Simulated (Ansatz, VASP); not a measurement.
## C: VASP beside Ansatz

File INCAR:

```
SYSTEM = C
ALGO     = Normal         ! electronic algorithm
EDIFF    = 1E-6           ! SCF threshold, eV
ENCUT    = 600            ! plane-wave cutoff, eV
GGA      = PE             ! functional
GGA_COMPAT= .FALSE.      
ISIF     = 2              ! what is computed and relaxed
ISMEAR   = -1             ! smearing method
LASPH    = .TRUE.         ! aspherical terms in the spheres
LCHARG   = .TRUE.         ! write CHGCAR
LELF     = .TRUE.         ! ELF
LREAL    = .FALSE.        ! projectors in reciprocal space
LVHAR    = .TRUE.       
LWAVE    = .FALSE.        ! write WAVECAR
NBANDS   = 11             ! bands
NELM     = 120            ! most SCF steps
PREC     = Accurate       ! precision mode
SIGMA    = 0.1            ! smearing width, eV
```

File KPOINTS:

```
k-points
0
G
  11 11 11
  0 0 0
```

The input POSCAR:

```
C
1.0
    0.0000000000      1.7834200000      1.7834200000
    1.7834200000      0.0000000000      1.7834200000
    1.7834200000      1.7834200000      0.0000000000
C
2
Direct
    0.5000000000      0.5000000000      0.5000000000
    0.7500000000      0.7500000000      0.7500000000
```

Input for Ansatz:

```yaml
crystal:
  lattice:
    - [0.0, 1.78342, 1.78342]
    - [1.78342, 0.0, 1.78342]
    - [1.78342, 1.78342, 0.0]
  atoms:
    - { symbol: C, position: [0.5, 0.5, 0.5] }
    - { symbol: C, position: [0.75, 0.75, 0.75] }
hamiltonian:
  xc: pbe
  pseudopotentials: { kind: paw }
basis:
  ecutwfc: 420
kpoints:
  mp_grid: { grid: [11, 11, 11] }
scf:
  occupations: { method: fermi_dirac, width: 0.1 }
  lower_state_search: "off"
  algorithm: density_mixing
  max_iter: 60
  mixing: { algorithm: anderson, ndim: 1, beta: 0.9, preconditioner: none }
output:
  forces: true
  stress: true
```

Alike in both runs: task single point; functional PBE; k mesh 11 × 11 × 11; occupations fermi-dirac, width 0.1 eV; no spin polarisation.

```csv
,VASP,Ansatz
version,VASP 6.6.1,Ansatz 0.2.0
potentials or method,"VASP PAW PBE potentials, release 64 (C), cutoff 600 eV","PAW, plane waves, scalar-relativistic"
valence electrons in the cell,8,8
```

```tsv
	VASP	Ansatz	Ansatz less VASP
pressure (GPa)	1.7	1.7	-0.01
```
